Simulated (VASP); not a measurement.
Input of a VASP 6.6.1 run:

The input INCAR:

```
PREC     = Accurate       # precision mode
ENCUT    = 520            # plane-wave cutoff, eV
EDIFF    = 1E-6           # SCF threshold, eV
ISMEAR   = -1             # smearing method
SIGMA    = 0.05           # smearing width, eV
LREAL    = False          # projectors in reciprocal space
LASPH    = True           # aspherical terms in the spheres
NELM     = 80             # most SCF steps
ALGO     = Normal         # electronic algorithm
ISIF     = 2              # what is computed and relaxed
LWAVE    = False          # write WAVECAR
LCHARG   = False          # write CHGCAR
GGA      = PS             # functional
NBANDS   = 38             # bands
```

File KPOINTS:

```
regular mesh
0
Gamma
  7 7 4
```

POSCAR

```
TaSi2
1.0
    4.7564999246      0.0000000000      0.0000000000
   -2.3782499623      4.1192497678      0.0000000000
    0.0000000000      0.0000000000      6.5649169341
Ta Si
3 6
Direct
    0.0000000000      0.5000000000      0.3333333333
    0.5000000000      0.5000000000      0.6666666667
    0.5000000000      0.0000000000      0.0000000000
    0.3191322856      0.1595661428      0.3333333333
    0.1595661428      0.8404338572      0.6666666667
    0.8404338572      0.6808677144      0.0000000000
    0.6808677144      0.8404338572      0.3333333333
    0.8404338572      0.1595661428      0.6666666667
    0.1595661428      0.3191322856      0.0000000000
```

Potentials or basis: VASP PAW PBE potentials, release 64 (Ta_pv, Si).

Launch:

```console
$ cat potpaw_PBE.64/Ta_pv/POTCAR potpaw_PBE.64/Si/POTCAR > POTCAR
$ mpirun -np 1 vasp_std > vasp.out
```

Task: Estimate the pressure.

Result: 0.3 GPa.

Stress tensor (GPa, compression positive):
```
0.29 0.00 0.00
0.00 0.29 0.00
0.00 0.00 0.38
```

Caveat: the PAW data sets were made with another functional, which shifts forces and pressure a little.
